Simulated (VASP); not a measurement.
**P: single point with PBE**

P:

```
P
1.0
     4.15645    0.00000    0.00000
    -2.07822    3.59959    0.00000
     0.00000    0.00000    2.41651
P
3
Direct
  0.00000 0.00000 0.00000
  0.33333 0.66667 0.50000
  0.66667 0.33333 0.50000
```

* Program: VASP 6.6.1
* Task: single point
* Functional: PBE
* Potentials or basis: VASP PAW PBE potentials, release 64 (P)
* Cutoff: 520 eV
* k mesh: 9 × 9 × 12
* Occupations: fermi-dirac, width 0.05 eV
* Spin: no spin polarisation
* Dipole correction: no
* Further INCAR settings: ALGO = Normal; EDIFF = 1e-06; NBANDS = 14

```
Pressure : 22.1 GPa
```

Levels at points of the mesh, in eV from the Fermi level:
```
           k point  band 5  band 6  band 7  band 8  band 9  band 10  band 11  band 12
(0.00, 0.00, 0.00)   -7.04   -6.73   -6.73    3.69    6.42     8.42     8.42     9.85
(0.00, 0.00, 0.50)   -3.31   -3.31   -3.03   -2.99   -1.13    -1.13    -0.76    -0.76
```

It took 19 s on 1 thread of Intel(R) Xeon(R) Platinum 8375C CPU @ 2.90GHz (Ice Lake) (shared host), peak memory 0.16 GiB.
